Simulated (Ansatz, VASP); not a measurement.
## One calculation of Mg, two programs

INCAR

```
SYSTEM = Mg
PREC = Accurate
ENCUT = 520
EDIFF = 1E-6
ISMEAR = 0
SIGMA = 0.1
LREAL = .False.
LASPH = .True.
NELM = 60
ALGO = Normal
ISIF = 2
LWAVE = .False.
LCHARG = .False.
GGA = PS
NBANDS = 7
```

KPOINTS

```
regular mesh
0
Gamma
  16 16 16
  0 0 0
```

The input POSCAR:

```
Mg
1.0
   -1.8255081178      1.8255081178      1.6950056833
    1.8255081178     -1.8255081178      1.6950056833
    1.8255081178      1.8255081178     -1.6950056833
Mg
1
Direct
    0.0000000000      0.0000000000      0.0000000000
```

Input for Ansatz:

```yaml
crystal:
  lattice:
    - [-1.8255081178, 1.8255081178, 1.6950056833]
    - [1.8255081178, -1.8255081178, 1.6950056833]
    - [1.8255081178, 1.8255081178, -1.6950056833]
  atoms:
    - { symbol: Mg, position: [0.0, 0.0, 0.0] }
basis:
  ecutwfc: 420
kpoints:
  mp_grid: { grid: [16, 16, 16] }
hamiltonian:
  xc: pbesol
scf:
  occupations: { method: gaussian, width: 0.1 }
output:
  forces: true
  stress: true
  eigenvalues: true
  populations: true
```

Alike in both runs: task single point; functional PBEsol; k mesh 16 × 16 × 16; occupations gaussian, width 0.1 eV; no spin polarisation.

|  | VASP | Ansatz |
| --- | --- | --- |
| version | VASP 6.6.1 | Ansatz 0.2.0 |
| potentials or method | VASP PAW PBE potentials, release 64 (Mg), cutoff 520 eV | scalar-relativistic, plane waves, PAW |
| valence electrons in the cell | 2 | 10 |

|  | VASP | Ansatz | Ansatz less VASP |
| --- | --- | --- | --- |
| gap on the k mesh at the Fermi level (eV) | none | none | - |
| pressure (GPa) | -0.1 | -0.1 | +0.05 |
| traceless stress, the component that is largest in VASP (GPa) | 0.05 | 0.05 | -0.002 |

VASP's potentials were made for PBE, not for PBEsol. A gap of «none» marks a metal or a gap that the smearing closes. VASP's potentials hold 2 valence electrons a cell and Ansatz's 10, so a difference there can come from the potentials and not from the codes.
